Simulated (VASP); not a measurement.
# K (P4/mmm) in VASP: a series of runs

Runs on K. Level: r2SCAN. Tasks: single point.

Everything below comes from runs of VASP 6.6.1. Logs are shortened: lines on timing, memory, paths and dates and some standing lists are left out, and cuts for length are marked.

### 1 The cell of the first run

It takes space group P4/mmm (No. 123, tetragonal). The conventional cell has a = 4.429 Å, b = 4.429 Å, c = 4.310 Å, α = 90.00°, β = 90.00°, γ = 90.00°. Within 5.7 Å of K (site symmetry 4/mmm) lie 6 K at 4.31 to 4.43 Å.

### 2 Single point, r2SCAN (normal strain along x +0.0275, normal strain along z +0.0275)

POSCAR

```
K
1.0
    4.4289765760      0.0000000000      0.0000000000
    0.0000000000      4.3104394900      0.0000000000
    0.0000000000      0.0000000000      4.4289765760
K
1
Direct
    0.0000000000      0.0000000000      0.0000000000
```

INCAR.step1

```
PREC     = Accurate       # precision mode
ENCUT    = 520            # plane-wave cutoff, eV
ISMEAR   = 0              # smearing method
SIGMA    = 0.15           # smearing width, eV
LREAL    = False          # projectors in reciprocal space
LASPH    = True           # aspherical terms in the spheres
NELM     = 60             # most SCF steps
NBANDS   = 10             # bands
GGA      = PE             # functional
ALGO     = Normal         # electronic algorithm
EDIFF    = 1E-4           # SCF threshold, eV
LWAVE    = True           # write WAVECAR
LCHARG   = False          # write CHGCAR
```

INCAR.step2

```
PREC     = Accurate       # precision mode
ENCUT    = 520            # plane-wave cutoff, eV
EDIFF    = 1E-6           # SCF threshold, eV
ISMEAR   = 0              # smearing method
SIGMA    = 0.15           # smearing width, eV
LREAL    = False          # projectors in reciprocal space
LASPH    = True           # aspherical terms in the spheres
NELM     = 60             # most SCF steps
ALGO     = Normal         # electronic algorithm
ISIF     = 2              # what is computed and relaxed
LWAVE    = False          # write WAVECAR
LCHARG   = False          # write CHGCAR
METAGGA  = R2SCAN         # meta-GGA
LMIXTAU  = True         
NBANDS   = 10             # bands
ISTART   = 1
```

KPOINTS

```
Automatic mesh
0
Gamma
  10 10 10
```

Potentials or basis: VASP PAW PBE potentials, release 64 (K_sv).

Launch:

```sh
$ cat potpaw_PBE.64/K_sv/POTCAR > POTCAR
$ cp INCAR.step1 INCAR
$ mpirun -np 1 vasp_std > vasp.out
$ cp INCAR.step2 INCAR
$ mpirun -np 1 vasp_std > vasp.out
```

OUTCAR:

```text
PREC = Accurate
   ENCUT = 520
   EDIFF = 1E-6
   ISMEAR = 0
   LREAL = False
   LASPH = True
   NELM = 60
   ISIF = 2
   METAGGA = R2SCAN
   ISTART = 1

 ion  position               nearest neighbor table
   1  0.000  0.000  0.000-

  LATTYP: Found a simple tetragonal cell.
 ALAT       =     4.4289765760
 C/A-ratio  =     0.9732360097

  Lattice vectors:

 A1 = (  -4.4289765760,   0.0000000000,   0.0000000000)
 A2 = (   0.0000000000,   0.0000000000,   4.4289765760)
 A3 = (   0.0000000000,   4.3104394900,   0.0000000000)

Analysis of symmetry for initial positions (statically):
=====================================================================
 Subroutine PRICEL returns:
 Original cell was already a primitive cell.

 Routine SETGRP: Setting up the symmetry group for a
 simple tetragonal supercell.

 Subroutine GETGRP returns: Found 16 space group operations
 (whereof 16 operations were pure point group operations)
 out of a pool of 16 trial point group operations.

The static configuration has the point symmetry D_4h.

Analysis of symmetry for dynamics (positions and initial velocities):
=====================================================================
 Subroutine PRICEL returns:
 Original cell was already a primitive cell.

 Routine SETGRP: Setting up the symmetry group for a
 simple tetragonal supercell.

 Subroutine GETGRP returns: Found 16 space group operations
 (whereof 16 operations were pure point group operations)
 out of a pool of 16 trial point group operations.

The dynamic configuration has the point symmetry D_4h.

 Subroutine INISYM returns: Found 16 space group operations
 (whereof 16 operations are pure point group operations),
 and found     1 'primitive' translations

----------------------------------------------------------------------------------------

                                     Primitive cell

  volume of cell :      84.5529

  direct lattice vectors                    reciprocal lattice vectors
     4.428976576  0.000000000  0.000000000     0.225785796  0.000000000  0.000000000
     0.000000000  4.310439490  0.000000000     0.000000000  0.231994905  0.000000000
     0.000000000  0.000000000  4.428976576     0.000000000  0.000000000  0.225785796

  length of vectors
     4.428976576  4.310439490  4.428976576     0.225785796  0.231994905  0.225785796

  position of ions in fractional coordinates (direct lattice)
     0.000000000  0.000000000  0.000000000

  ion indices of the primitive-cell ions
   primitive index   ion index
                 1           1

----------------------------------------------------------------------------------------

 KPOINTS: Automatic mesh

Automatic generation of k-mesh.
 Grid dimensions read from file:
 generate k-points for:   10   10   10

 Generating k-lattice:

  Cartesian coordinates                     Fractional coordinates (reciprocal lattice)
     0.022578580  0.000000000  0.000000000     0.100000000  0.000000000  0.000000000
     0.000000000  0.023199491  0.000000000     0.000000000  0.100000000  0.000000000
     0.000000000  0.000000000  0.022578580     0.000000000  0.000000000  0.100000000

  Length of vectors
     0.022578580  0.023199491  0.022578580

  Shift w.r.t. Gamma in fractional coordinates (k-lattice)
     0.000000000  0.000000000  0.000000000

 Subroutine IBZKPT returns following result:
 ===========================================

 Found    126 irreducible k-points:

 Following reciprocal coordinates:
            Coordinates               Weight
  0.000000  0.000000  0.000000      1.000000
  0.100000  0.000000  0.000000      4.000000
  0.200000  0.000000  0.000000      4.000000
  0.300000  0.000000  0.000000      4.000000
  0.400000  0.000000  0.000000      4.000000
  0.500000  0.000000  0.000000      2.000000
[... 16 lines left out ...]
  0.400000  0.300000  0.000000      8.000000
  0.500000  0.300000  0.000000      4.000000
 [... further k-points ...]
   k-points           NKPTS =    126   k-points in BZ     NKDIM =    126   number of bands    NBANDS=     10
   number of dos      NEDOS =    301   number of ions     NIONS =      1
   total plane-waves  NPLWV =  41472
   dimension x,y,z NGX =    36 NGY =   32 NGZ =   36
   dimension x,y,z NGXF=    72 NGYF=   64 NGZF=   72
   ions per type =               1
   NGX,Y,Z   is equivalent  to a cutoff of  13.51, 12.34, 13.51 a.u.
   NGXF,Y,Z  is equivalent  to a cutoff of  27.03, 24.68, 27.03 a.u.
 SYSTEM =  unknown system
   PREC   = accura    normal or accurate (medium, high low for compatibility)
   ISTART =      1    job   : 0-new  1-cont  2-samecut
   ICHARG =      0    charge: 1-file 2-atom 10-const
   ISPIN  =      1    spin polarized calculation?
   LNONCOLLINEAR =      F non collinear calculations
   LSORBIT =      F    spin-orbit coupling
   LASPH  =      T    aspherical Exc in radial PAW
   ENCUT  =  520.0 eV  38.22 Ry    6.18 a.u.   8.23  8.01  8.23*2*pi/ulx,y,z
   NELM   =     60;   NELMIN=  2; NELMDL=  0     # of ELM steps
   EDIFF  = 0.1E-05   stopping-criterion for ELM
   LREAL  =      F    real-space projection
   EDIFFG = 0.1E-04   stopping-criterion for IOM
   NSW    =      0    number of steps for IOM
   IBRION =     -1    ionic relax: 0-MD 1-quasi-New 2-CG
   NFREE  =      0    steps in history (QN), initial steepest desc. (CG)
   ISIF   =      2    stress and relaxation
   ISYM   =      2    0-nonsym 1-usesym 2-fastsym
   POTIM  = 0.5000    time-step for ionic-motion
   TEBEG  =    0.0;   TEEND  =   0.0 temperature during run
   PSTRESS=    0.0 pullay stress
   NELECT =       9.0000    total number of electrons
   NUPDOWN=      -1.0000    fix difference up-down
   EMIN   =  10.00;   EMAX   =-10.00  energy-range for DOS
   EFERMI =   0.00;   METHOD = LEGACY
   ISMEAR =     0;   SIGMA  =   0.15  broadening in eV -4-tet -1-fermi 0-gaus
   EFERMI_NEDOS =   21; number of points for ismear=-14 and -15
   IALGO  =     38    algorithm
   IMIX   =      4    mixing-type and parameters
     AMIX     =   0.40;   BMIX     =  1.00
     AMIX_MAG =   1.60;   BMIX_MAG =  1.00
  volume/ion in A,a.u.               =      84.55       570.59
  Fermi-wavevector in a.u.,A,eV,Ry     =   0.775853  1.466150  8.190003  0.601948
  Thomas-Fermi vector in A             =   1.878208
   LORBIT       =      0    0 simple, 1 ext, 2 COOP (PROOUT), +10 PAW based schemes
   METAGGA = R2SCAN    functional components
   LHFCALC =     F    Hartree Fock is set to
   AEXX    =    0.0000 exact exchange contribution
   IVDW    =     0    specifies the selected vdW correction
   LEPSILON=     F    determine dielectric tensor
   LRPA    =     F    only Hartree local field effects (RPA)
 non-spin polarized calculation
 Gauss-broadening in eV      SIGMA  =   0.15
  energy-cutoff  :      520.00
  volume of cell :       84.55
 maximum number of plane-waves:      2300
 NGX is ok and might be reduce to    36
   NGX = 17   NGY = 17   NGZ = 17

 number of electron       9.0000001 magnetization

 Free energy of the ion-electron system (eV)
  ---------------------------------------------------
  ext. energy  EPLUGINS =         0.00000000
  ---------------------------------------------------
  free energy    TOTEN  =        -5.90432260 eV

  energy without entropy =       -5.89561065  energy(sigma->0) =       -5.89996663

 E-fermi :  -0.2859     XC(G=0):  -5.5561

 val. band max:       -0.2906932572   @ k =   0.4000   0.0000   0.3000
 cond. band min:      -0.2810164347   @ k =   0.5000   0.0000   0.0000
 fundamental gap:      0.0096768225
 Fermi energy:        -0.2858597770

 k-point     1 :       0.0000    0.0000    0.0000
  band No.  band energies     occupation
      1     -34.2645      2.00000
      2     -16.9327      2.00000
      3     -16.9327      2.00000
      4     -16.9322      2.00000
      5      -2.4301      2.00000
      6       2.8387      0.00000
      7       2.9194      0.00000
      8       6.1667      0.00000
      9       6.1701      0.00000
     10       6.1701      0.00000

 k-point     2 :       0.1000    0.0000    0.0000
  band No.  band energies     occupation
      1     -34.2642      2.00000
      2     -16.9388      2.00000
      3     -16.9322      2.00000
      4     -16.9316      2.00000
      5      -2.3372      2.00000
      6       2.7153      0.00000
      7       2.9507      0.00000
      8       5.6674      0.00000
      9       5.8650      0.00000
     10       5.8897      0.00000

 k-point     3 :       0.2000    0.0000    0.0000
  band No.  band energies     occupation
      1     -34.2635      2.00000
      2     -16.9546      2.00000
      3     -16.9309      2.00000
      4     -16.9303      2.00000
      5      -2.0621      2.00000
      6       2.2324      0.00000
      7       3.0818      0.00000
      8       5.2422      0.00000
      9       5.4628      0.00000
     10       5.6339      0.00000

 k-point     4 :       0.3000    0.0000    0.0000
  band No.  band energies     occupation
      1     -34.2626      2.00000
      2     -16.9739      2.00000
      3     -16.9292      2.00000
      4     -16.9287      2.00000
      5      -1.6149      2.00000
      6       1.4485      0.00000
      7       3.2709      0.00000
      8       4.9180      0.00000
      9       5.1320      0.00000
     10       5.8538      0.00000
[... 222 lines left out ...]
 k-point    22 :       0.3000    0.3000    0.0000
  band No.  band energies     occupation
      1     -34.2600      2.00000
      2     -16.9804      2.00000
      3     -16.9678      2.00000
      4     -16.9246      2.00000
      5      -0.8065      2.00000
      6       2.0700      0.00000
      7       2.2388      0.00000
      8       3.9898      0.00000
      9       5.0470      0.00000
     10       5.4383      0.00000

 k-point    23 :       0.4000    0.3000    0.0000
  band No.  band energies     occupation
      1     -34.2593      2.00000
      2     -16.9830      2.00000
      3     -16.9785      2.00000
      4     -16.9232      2.00000
      5      -0.2539      0.76322
      6       1.2617      0.00000
      7       2.6474      0.00000
      8       3.6497      0.00000
      9       5.0039      0.00000
     10       5.3629      0.00000

 k-point    24 :       0.5000    0.3000    0.0000
  band No.  band energies     occupation
      1     -34.2591      2.00000
      2     -16.9887      2.00000
      3     -16.9778      2.00000
      4     -16.9227      2.00000
      5       0.2704      0.00000
      6       0.6426      0.00000
      7       3.0033      0.00000
      8       3.3040      0.00000
      9       4.9600      0.00000
     10       5.3716      0.00000

 [... further k-points ...]
[... 5 lines left out ...]
  --------------------------------------------------------------------------------------
  -------------------------------------------------------------------------------------
  Total       -0.1310881      0.0013936     -0.1310881      0.0000000      0.0000000      0.0000000
  in kB       -2.4839659      0.0264073     -2.4839659      0.0000000      0.0000000      0.0000000
  external PRESSURE =      -1.6471748 kB  Pullay stress =       0.0000000 kB

 VOLUME and BASIS-vectors are now :
 -----------------------------------------------------------------------------
  energy-cutoff  :      520.00
  volume of cell :       84.55
      direct lattice vectors                 reciprocal lattice vectors
     4.428976576  0.000000000  0.000000000     0.225785796  0.000000000  0.000000000
     0.000000000  4.310439490  0.000000000     0.000000000  0.231994905  0.000000000
     0.000000000  0.000000000  4.428976576     0.000000000  0.000000000  0.225785796

 POSITION                                       TOTAL-FORCE (eV/Angst)
 -----------------------------------------------------------------------------------
      0.00000      0.00000      0.00000         0.000000      0.000000      0.000000
 -----------------------------------------------------------------------------------
    total drift:                                0.000000     -0.000000     -0.000000

  FREE ENERGIE OF THE ION-ELECTRON SYSTEM (eV)
  ---------------------------------------------------
  free  energy   TOTEN  =        -5.9043226020 eV

  energy  without entropy=       -5.8956106491  energy(sigma->0) =       -5.89996663
```

Wall time 6.8 min (1 thread of Intel Xeon Platinum 8259CL at 2.50GHz (Skylake/Cascade Lake), shared host); peak memory 0.26 GiB.

Results:

| Item | Value |
| --- | --- |
| Free energy | -5.9043 eV |
| Pressure | -0.2 GPa |

Caveat: the cell differs from its parent crystal (normal strain along x +0.0275, normal strain along z +0.0275); the PAW data sets were made with another functional, which shifts forces and pressure a little.

### 3 Single point, r2SCAN (normal strain along x +0.0550, normal strain along z +0.0550)

POSCAR

```
K
1.0
    4.5475136620      0.0000000000      0.0000000000
    0.0000000000      4.3104394900      0.0000000000
    0.0000000000      0.0000000000      4.5475136620
K
1
Direct
    0.0000000000      0.0000000000      0.0000000000
```

INCAR.step1

```
SYSTEM = K
PREC = Accurate ; ENCUT = 520
ISMEAR = 0 ; SIGMA = 0.15
LREAL = .FALSE. ; LASPH = .TRUE.
NELM = 60 ; NBANDS = 10
GGA = PE ; ALGO = Normal
EDIFF = 1E-4 ; LWAVE = .TRUE.
LCHARG = .FALSE.
```

INCAR.step2

```
SYSTEM = K
PREC = Accurate ; ENCUT = 520
EDIFF = 1E-6 ; ISMEAR = 0
SIGMA = 0.15 ; LREAL = .FALSE.
LASPH = .TRUE. ; NELM = 60
ALGO = Normal ; ISIF = 2
LWAVE = .FALSE. ; LCHARG = .TRUE.
METAGGA = R2SCAN ; LMIXTAU = .TRUE.
LELF = .TRUE. ; LVHAR = .TRUE.
NBANDS = 10 ; ISTART = 1
```

KPOINTS

```
regular mesh
0
G
  10 10 10
  0 0 0
```

Potentials or basis: VASP PAW PBE potentials, release 64 (K_sv).

Launch:

```sh
$ cat potpaw_PBE.64/K_sv/POTCAR > POTCAR
$ cp INCAR.step1 INCAR
$ mpirun -np 1 vasp_std > vasp.out
$ cp INCAR.step2 INCAR
$ mpirun -np 1 vasp_std > vasp.out
```

It took 9.1 min on 1 thread of Intel Xeon Platinum 8259CL at 2.50GHz (Skylake/Cascade Lake), shared host; peak memory 0.27 GiB.

It converged, with:

```
Free energy : -5.8954 eV
Pressure    : -0.3 GPa
```

Stress tensor (GPa, compression positive):
```
-0.41  0.00  0.00
 0.00  0.04  0.00
 0.00  0.00 -0.41
```

Levels at points of the mesh, in eV from the Fermi level:
```tsv
k point	band 1	band 2	band 3	band 4	band 5	band 6	band 7	band 8	band 9
(0.00, 0.00, 0.00)	-34.00	-16.67	-16.67	-16.67	-2.07	3.07	3.22	6.12	6.12
(0.50, 0.00, 0.00)	-34.00	-16.72	-16.67	-16.67	-0.03	-0.01	3.76	4.83	5.23
(0.00, 0.50, 0.00)	-34.00	-16.75	-16.67	-16.67	0.17	0.24	3.87	4.74	4.74
(0.50, 0.50, 0.00)	-34.00	-16.75	-16.71	-16.66	1.23	2.13	2.23	2.39	5.16
(0.50, 0.00, 0.50)	-34.00	-16.72	-16.72	-16.67	1.18	1.93	1.93	2.13	5.58
(0.50, 0.50, 0.50)	-34.00	-16.74	-16.71	-16.71	2.38	2.38	2.62	4.26	4.32
```

Caveat: the cell differs from its parent crystal (normal strain along x +0.0550, normal strain along z +0.0550); the PAW data sets were made with another functional, which shifts forces and pressure a little.
